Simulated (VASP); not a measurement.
# AgRh (P-6m2) in VASP: further runs

The runs below take AgRh through single point, with LDA.

All numbers are computed with VASP 6.6.1; they aren't measurements. Logs are shortened: lines on timing, memory, paths and dates and some standing lists are left out, and cuts for length are marked.

## 1. The cell of the first run

The structure is hexagonal, space group P-6m2 (No. 187). Conventional cell: a = 2.778 Å, b = 2.778 Å, c = 4.809 Å, α = 90.00°, β = 90.00°, γ = 120.00°. Within 3.7 Å of Ag (site symmetry -6m2) lie 6 Ag at 2.78 Å and 6 Rh at 2.89 Å. Rh (site symmetry -6m2) has 6 Rh at 2.78 Å and 6 Ag at 2.89 Å within 3.7 Å.

## 2. Single point, LDA

Contents of INCAR:

```
SYSTEM = AgRh
PREC     = Accurate       ! precision mode
ENCUT    = 520            ! plane-wave cutoff, eV
EDIFF    = 1E-6           ! SCF threshold, eV
ISMEAR   = -1             ! smearing method
SIGMA    = 0.05           ! smearing width, eV
LREAL    = .FALSE.        ! projectors in reciprocal space
LASPH    = .TRUE.         ! aspherical terms in the spheres
NELM     = 60             ! most SCF steps
ALGO     = Normal         ! electronic algorithm
ISIF     = 2              ! what is computed and relaxed
LWAVE    = .FALSE.        ! write WAVECAR
LCHARG   = .FALSE.        ! write CHGCAR
GGA      = CA             ! functional
NBANDS   = 20             ! bands
```

Contents of KPOINTS:

```
regular mesh
0
G
  11 11 6
  0 0 0
```

Contents of POSCAR:

```
AgRh
1.0
    2.7775881998      0.0000000000      0.0000000000
   -1.3887940999      2.4054619423      0.0000000000
    0.0000000000      0.0000000000      4.8086020000
Ag Rh
1 1
Direct
    0.0000000000      0.0000000000      0.5000000000
    0.6666666667      0.3333333333      0.0000000000
```

Potentials or basis: VASP PAW LDA potentials, release 64 (Ag, Rh_pv).

Run with:

```sh
> cat potpaw_LDA.64/Ag/POTCAR potpaw_LDA.64/Rh_pv/POTCAR > POTCAR
> mpirun -np 1 vasp_std > vasp.out
```

OUTCAR:

```text
SYSTEM = AgRh
   PREC = Accurate
   ENCUT = 520
   EDIFF = 1E-6
   ISMEAR = -1
   LREAL = .FALSE.
   LASPH = .TRUE.
   NELM = 60
   ISIF = 2
   GGA = CA

 ion  position               nearest neighbor table
   1  0.000  0.000  0.500-   2 2.89   2 2.89   2 2.89   2 2.89   2 2.89   2 2.89
   2  0.667  0.333  0.000-   1 2.89   1 2.89   1 2.89   1 2.89   1 2.89   1 2.89

  LATTYP: Found a hexagonal cell.
 ALAT       =     2.7775881998
 C/A-ratio  =     1.7312148721

  Lattice vectors:

 A1 = (   2.7775881998,   0.0000000000,   0.0000000000)
 A2 = (  -1.3887940999,   2.4054619423,   0.0000000000)
 A3 = (   0.0000000000,   0.0000000000,   4.8086020000)

Analysis of symmetry for initial positions (statically):
=====================================================================
 Subroutine PRICEL returns:
 Original cell was already a primitive cell.

 Routine SETGRP: Setting up the symmetry group for a
 hexagonal supercell.

 Subroutine GETGRP returns: Found 12 space group operations
 (whereof 12 operations were pure point group operations)
 out of a pool of 24 trial point group operations.

The static configuration has the point symmetry D_3h.

Analysis of symmetry for dynamics (positions and initial velocities):
=====================================================================
 Subroutine PRICEL returns:
 Original cell was already a primitive cell.

 Routine SETGRP: Setting up the symmetry group for a
 hexagonal supercell.

 Subroutine GETGRP returns: Found 12 space group operations
 (whereof 12 operations were pure point group operations)
 out of a pool of 24 trial point group operations.

The dynamic configuration has the point symmetry D_3h.

 Subroutine INISYM returns: Found 12 space group operations
 (whereof 12 operations are pure point group operations),
 and found     1 'primitive' translations

----------------------------------------------------------------------------------------

                                     Primitive cell

  volume of cell :      32.1281

  direct lattice vectors                    reciprocal lattice vectors
     2.777588200  0.000000000  0.000000000     0.360024571  0.207860283  0.000000000
    -1.388794100  2.405461942  0.000000000     0.000000000  0.415720566  0.000000000
     0.000000000  0.000000000  4.808602000     0.000000000  0.000000000  0.207960651

  length of vectors
     2.777588200  2.777588200  4.808602000     0.415720566  0.415720566  0.207960651

  position of ions in fractional coordinates (direct lattice)
     0.000000000  0.000000000  0.500000000
     0.666666667  0.333333333  0.000000000

  ion indices of the primitive-cell ions
   primitive index   ion index
                 1           1
                 2           2

----------------------------------------------------------------------------------------

 KPOINTS: regular mesh

Automatic generation of k-mesh.
 Grid dimensions read from file:
 generate k-points for:   11   11    6

 Generating k-lattice:

  Cartesian coordinates                     Fractional coordinates (reciprocal lattice)
     0.032729506  0.018896389  0.000000000     0.090909091  0.000000000  0.000000000
     0.000000000  0.037792779  0.000000000     0.000000000  0.090909091  0.000000000
     0.000000000  0.000000000  0.034660108     0.000000000  0.000000000  0.166666667

  Length of vectors
     0.037792779  0.037792779  0.034660108

  Shift w.r.t. Gamma in fractional coordinates (k-lattice)
     0.000000000  0.000000000  0.000000000

 Subroutine IBZKPT returns following result:
 ===========================================

 Found     64 irreducible k-points:

 Following reciprocal coordinates:
            Coordinates               Weight
  0.000000  0.000000  0.000000      1.000000
  0.090909  0.000000  0.000000      6.000000
  0.181818  0.000000  0.000000      6.000000
  0.272727  0.000000  0.000000      6.000000
  0.363636  0.000000  0.000000      6.000000
  0.454545  0.000000  0.000000      6.000000
[... 16 lines left out ...]
  0.090909  0.090909  0.166667     12.000000
  0.181818  0.090909  0.166667     24.000000
 [... further k-points ...]
   k-points           NKPTS =     64   k-points in BZ     NKDIM =     64   number of bands    NBANDS=     20
   number of dos      NEDOS =    301   number of ions     NIONS =      2
   total plane-waves  NPLWV =  20736
   dimension x,y,z NGX =    24 NGY =   24 NGZ =   36
   dimension x,y,z NGXF=    48 NGYF=   48 NGZF=   72
   ions per type =               1   1
   NGX,Y,Z   is equivalent  to a cutoff of  14.36, 14.36, 12.45 a.u.
   NGXF,Y,Z  is equivalent  to a cutoff of  28.73, 28.73, 24.89 a.u.
 SYSTEM =  AgRh
   PREC   = accura    normal or accurate (medium, high low for compatibility)
   ISTART =      0    job   : 0-new  1-cont  2-samecut
   ICHARG =      2    charge: 1-file 2-atom 10-const
   ISPIN  =      1    spin polarized calculation?
   LNONCOLLINEAR =      F non collinear calculations
   LSORBIT =      F    spin-orbit coupling
   LASPH  =      T    aspherical Exc in radial PAW
   ENCUT  =  520.0 eV  38.22 Ry    6.18 a.u.   5.16  5.16  8.94*2*pi/ulx,y,z
   NELM   =     60;   NELMIN=  2; NELMDL= -5     # of ELM steps
   EDIFF  = 0.1E-05   stopping-criterion for ELM
   LREAL  =      F    real-space projection
   EDIFFG = 0.1E-04   stopping-criterion for IOM
   NSW    =      0    number of steps for IOM
   IBRION =     -1    ionic relax: 0-MD 1-quasi-New 2-CG
   NFREE  =      0    steps in history (QN), initial steepest desc. (CG)
   ISIF   =      2    stress and relaxation
   ISYM   =      2    0-nonsym 1-usesym 2-fastsym
   POTIM  = 0.5000    time-step for ionic-motion
   TEBEG  =    0.0;   TEEND  =   0.0 temperature during run
   PSTRESS=    0.0 pullay stress
   NELECT =      26.0000    total number of electrons
   NUPDOWN=      -1.0000    fix difference up-down
   EMIN   =  10.00;   EMAX   =-10.00  energy-range for DOS
   EFERMI =   0.00;   METHOD = LEGACY
   ISMEAR =    -1;   SIGMA  =   0.05  broadening in eV -4-tet -1-fermi 0-gaus
   EFERMI_NEDOS =   21; number of points for ismear=-14 and -15
   IALGO  =     38    algorithm
   IMIX   =      4    mixing-type and parameters
     AMIX     =   0.40;   BMIX     =  1.00
     AMIX_MAG =   1.60;   BMIX_MAG =  1.00
  volume/ion in A,a.u.               =      16.06       108.41
  Fermi-wavevector in a.u.,A,eV,Ry     =   1.525589  2.882945 31.666497  2.327422
  Thomas-Fermi vector in A             =   2.633739
   LORBIT       =      0    0 simple, 1 ext, 2 COOP (PROOUT), +10 PAW based schemes
   GGA     = CA    functional components
   LHFCALC =     F    Hartree Fock is set to
   AEXX    =    0.0000 exact exchange contribution
   IVDW    =     0    specifies the selected vdW correction
   LEPSILON=     F    determine dielectric tensor
   LRPA    =     F    only Hartree local field effects (RPA)
 non-spin polarized calculation
  energy-cutoff  :      520.00
  volume of cell :       32.13
 maximum number of plane-waves:       874
 NGX is ok and might be reduce to    24
   NGX = 11   NGY = 11   NGZ = 17

 number of electron      25.9999997 magnetization

 Free energy of the ion-electron system (eV)
  ---------------------------------------------------
  ext. energy  EPLUGINS =         0.00000000
  ---------------------------------------------------
  free energy    TOTEN  =       -11.78021865 eV

  energy without entropy =      -11.75476599  energy(sigma->0) =      -11.76749232

 E-fermi :   8.5699     XC(G=0): -13.1461

 val. band max:        8.5465571276   @ k =   0.0909   0.0909   0.3333
 cond. band min:       8.5843399442   @ k =   0.2727   0.0000   0.0000
 fundamental gap:      0.0377828166
 Fermi energy:         8.5699246849

 k-point     1 :       0.0000    0.0000    0.0000
  band No.  band energies     occupation
      1     -36.8726      2.00000
      2     -36.8726      2.00000
      3     -36.8682      2.00000
      4       1.3546      2.00000
      5       2.8425      2.00000
      6       4.3442      2.00000
[... 12 lines left out ...]
     19      27.3535      0.00000
     20      29.7058      0.00000

 k-point     2 :       0.0909    0.0000    0.0000
  band No.  band energies     occupation
      1     -36.9054      2.00000
      2     -36.8805      2.00000
      3     -36.8639      2.00000
      4       1.6147      2.00000
      5       2.9974      2.00000
      6       4.2423      2.00000
[... 12 lines left out ...]
     19      26.8669      0.00000
     20      28.1762      0.00000

 k-point     3 :       0.1818    0.0000    0.0000
  band No.  band energies     occupation
      1     -36.9929      2.00000
      2     -36.9017      2.00000
      3     -36.8522      2.00000
      4       2.3118      2.00000
      5       3.3265      2.00000
      6       4.1157      2.00000
[... 12 lines left out ...]
     19      26.7569      0.00000
     20      26.8223      0.00000

 k-point     4 :       0.2727    0.0000    0.0000
  band No.  band energies     occupation
      1     -37.1061      2.00000
      2     -36.9293      2.00000
      3     -36.8369      2.00000
      4       2.9035      2.00000
      5       3.5654      2.00000
      6       4.0782      2.00000
[... 12 lines left out ...]
     19      24.8528      0.00000
     20      26.3874      0.00000

 k-point     5 :       0.3636    0.0000    0.0000
  band No.  band energies     occupation
      1     -37.2090      2.00000
      2     -36.9545      2.00000
      3     -36.8227      2.00000
      4       2.7952      2.00000
      5       3.6041      2.00000
      6       3.8522      2.00000
[... 12 lines left out ...]
     19      22.8452      0.00000
     20      23.3996      0.00000
[... 353 lines left out ...]
      6       4.0958      2.00000
[... 12 lines left out ...]
     19      22.7286      0.00000
     20      24.3451      0.00000

 k-point    22 :       0.4545    0.0000    0.1667
  band No.  band energies     occupation
      1     -37.2695      2.00000
      2     -36.9695      2.00000
      3     -36.8143      2.00000
      4       2.6520      2.00000
      5       3.2140      2.00000
      6       4.1122      2.00000
[... 12 lines left out ...]
     19      21.8133      0.00000
     20      22.2295      0.00000

 k-point    23 :       0.0909    0.0909    0.1667
  band No.  band energies     occupation
      1     -36.9636      2.00000
      2     -36.8970      2.00000
      3     -36.8561      2.00000
      4       2.2758      2.00000
      5       3.3134      2.00000
      6       4.0659      2.00000
[... 12 lines left out ...]
     19      26.1241      0.00000
     20      26.9759      0.00000

 k-point    24 :       0.1818    0.0909    0.1667
  band No.  band energies     occupation
      1     -37.0589      2.00000
      2     -36.9264      2.00000
      3     -36.8425      2.00000
      4       2.9887      2.00000
      5       3.5920      2.00000
      6       4.0058      2.00000
[... 12 lines left out ...]
     19      25.2982      0.00000
     20      26.4502      0.00000

 [... further k-points ...]

------------------------ aborting loop because EDIFF is reached ----------------------------------------

  FORCE on cell =-STRESS in cart. coord.  units (eV):
  Direction    XX          YY          ZZ          XY          YZ          ZX
  --------------------------------------------------------------------------------------
  -------------------------------------------------------------------------------------
  Total       -3.0959787     -3.0959787     -3.0101868     -0.0000000      0.0000000      0.0000000
  in kB     -154.3914916   -154.3914916   -150.1131902     -0.0000000      0.0000000      0.0000000
  external PRESSURE =    -152.9653911 kB  Pullay stress =       0.0000000 kB

 VOLUME and BASIS-vectors are now :
 -----------------------------------------------------------------------------
  energy-cutoff  :      520.00
  volume of cell :       32.13
      direct lattice vectors                 reciprocal lattice vectors
     2.777588200  0.000000000  0.000000000     0.360024571  0.207860283  0.000000000
    -1.388794100  2.405461942  0.000000000     0.000000000  0.415720566  0.000000000
     0.000000000  0.000000000  4.808602000     0.000000000  0.000000000  0.207960651

 POSITION                                       TOTAL-FORCE (eV/Angst)
 -----------------------------------------------------------------------------------
      0.00000      0.00000      2.40430        -0.000000     -0.000000      0.000000
      1.38879      0.80182      0.00000         0.000000      0.000000      0.000000
 -----------------------------------------------------------------------------------
    total drift:                               -0.000000      0.000000      0.000000

  FREE ENERGIE OF THE ION-ELECTRON SYSTEM (eV)
  ---------------------------------------------------
  free  energy   TOTEN  =       -11.7802186476 eV

  energy  without entropy=      -11.7547659860  energy(sigma->0) =      -11.76749232
```

It took 62 s on 1 thread of AMD EPYC 7R13, shared host; peak memory 0.14 GiB.

Results:

```yaml
Free_energy: -11.7802 eV
Pressure: -15.3 GPa
Band_gap_on_the_k_mesh: zero (band 13 reaches 9.63 eV, above the bottom of band 14 at 8.31 eV)
```

## 3. Single point, LDA

This run uses another cell than the first one, of 16.39 Å³/atom, 1.020 times its volume.

Contents of INCAR:

```
PREC = Accurate
ENCUT = 520
EDIFF = 1E-6
ISMEAR = -1
SIGMA = 0.05
LREAL = F
LASPH = T
NELM = 100
ALGO = Fast
ISIF = 2
LWAVE = F
LCHARG = F
NBANDS = 20
```

Contents of KPOINTS:

```
regular mesh
0
Gamma
  11 11 6
```

Contents of POSCAR:

```
AgRh
1.0
    2.7959833597      0.0000000000      0.0000000000
   -1.3979916799      2.4213926181      0.0000000000
    0.0000000000      0.0000000000      4.8404479744
Ag Rh
1 1
Direct
    0.0000000000      0.0000000000      0.5000000000
    0.6666666667      0.3333333333      0.0000000000
```

Potentials or basis: VASP PAW LDA potentials, release 64 (Ag, Rh_pv).

Run with:

```sh
> cat potpaw_LDA.64/Ag/POTCAR potpaw_LDA.64/Rh_pv/POTCAR > POTCAR
> mpirun -np 1 vasp_std > vasp.out
```

OUTCAR:

```text
PREC = Accurate
   ENCUT = 520
   EDIFF = 1E-6
   ISMEAR = -1
   LREAL = F
   LASPH = T
   NELM = 100
   ISIF = 2

 ion  position               nearest neighbor table
   1  0.000  0.000  0.500-   2 2.91   2 2.91   2 2.91   2 2.91   2 2.91   2 2.91
   2  0.667  0.333  0.000-   1 2.91   1 2.91   1 2.91   1 2.91   1 2.91   1 2.91

  LATTYP: Found a hexagonal cell.
 ALAT       =     2.7959833597
 C/A-ratio  =     1.7312148721

  Lattice vectors:

 A1 = (   2.7959833597,   0.0000000000,   0.0000000000)
[... 739 lines left out ...]
------------------------ aborting loop because EDIFF is reached ----------------------------------------

  FORCE on cell =-STRESS in cart. coord.  units (eV):
  Direction    XX          YY          ZZ          XY          YZ          ZX
  --------------------------------------------------------------------------------------
  -------------------------------------------------------------------------------------
  Total       -3.6566856     -3.6566856     -3.4743104      0.0000000      0.0000000      0.0000000
  in kB     -178.7774982   -178.7774982   -169.8610683      0.0000000      0.0000000      0.0000000
  external PRESSURE =    -175.8053549 kB  Pullay stress =       0.0000000 kB

 VOLUME and BASIS-vectors are now :
 -----------------------------------------------------------------------------
  energy-cutoff  :      520.00
  volume of cell :       32.77
      direct lattice vectors                 reciprocal lattice vectors
     2.795983360  0.000000000  0.000000000     0.357655920  0.206492742  0.000000000
    -1.397991680  2.421392618  0.000000000     0.000000000  0.412985483  0.000000000
     0.000000000  0.000000000  4.840447974     0.000000000  0.000000000  0.206592449

 POSITION                                       TOTAL-FORCE (eV/Angst)
 -----------------------------------------------------------------------------------
      0.00000      0.00000      2.42022         0.000000      0.000000      0.000000
      1.39799      0.80713      0.00000        -0.000000     -0.000000      0.000000
 -----------------------------------------------------------------------------------
    total drift:                               -0.000000      0.000000      0.000000

  FREE ENERGIE OF THE ION-ELECTRON SYSTEM (eV)
  ---------------------------------------------------
  free  energy   TOTEN  =       -11.7146359089 eV

  energy  without entropy=      -11.6885366199  energy(sigma->0) =      -11.70158626
```

OSZICAR:

```text
N       E                     dE             d eps       ncg     rms          rms(c)
DAV:   1     0.217751058299E+03    0.21775E+03   -0.15790E+04  2560   0.140E+03
DAV:   2    -0.820396169087E+01   -0.22596E+03   -0.21950E+03  2668   0.376E+02
DAV:   3    -0.125437416805E+02   -0.43398E+01   -0.43139E+01  2892   0.590E+01
DAV:   4    -0.125680921800E+02   -0.24350E-01   -0.24348E-01  2836   0.438E+00
DAV:   5    -0.125684410191E+02   -0.34884E-03   -0.34884E-03  2868   0.550E-01    0.918E+00
RMM:   6    -0.117781918864E+02    0.79025E+00   -0.19646E+00  2590   0.108E+01    0.561E+00
RMM:   7    -0.117445805343E+02    0.33611E-01   -0.14971E-01  2699   0.312E+00    0.260E+00
RMM:   8    -0.117227787176E+02    0.21802E-01   -0.40336E-02  2764   0.155E+00    0.181E+00
RMM:   9    -0.117147134953E+02    0.80652E-02   -0.96897E-03  2845   0.813E-01    0.897E-02
RMM:  10    -0.117146292030E+02    0.84292E-04   -0.49531E-04  3041   0.190E-01    0.275E-02
RMM:  11    -0.117146346615E+02   -0.54586E-05   -0.10215E-04  3270   0.818E-02    0.202E-02
RMM:  12    -0.117146358833E+02   -0.12218E-05   -0.16407E-05  3241   0.298E-02    0.115E-02
RMM:  13    -0.117146359089E+02   -0.25626E-07   -0.41018E-06  2494   0.172E-02
   1 F= -.11714636E+02 E0= -.11701586E+02  d E =-.260993E-01
```

It took 71 s on 1 thread of AMD EPYC 7R13, shared host; peak memory 0.14 GiB.

Results:

```yaml
Free_energy: -11.7146 eV
Pressure: -17.6 GPa
Band_gap_on_the_k_mesh: zero (band 13 reaches 9.30 eV, above the bottom of band 14 at 8.03 eV)
```

Levels at points of the mesh, in eV from the Fermi level:
| k point | band 11 | band 12 | band 13 | band 14 | band 15 | band 16 |
| --- | --- | --- | --- | --- | --- | --- |
| (0.00, 0.00, 0.00) | -1.74 | -1.74 | 0.14 | 0.14 | 0.20 | 5.16 |
| (0.00, 0.00, 0.50) | -2.39 | -1.55 | -1.55 | 0.10 | 0.10 | 11.38 |
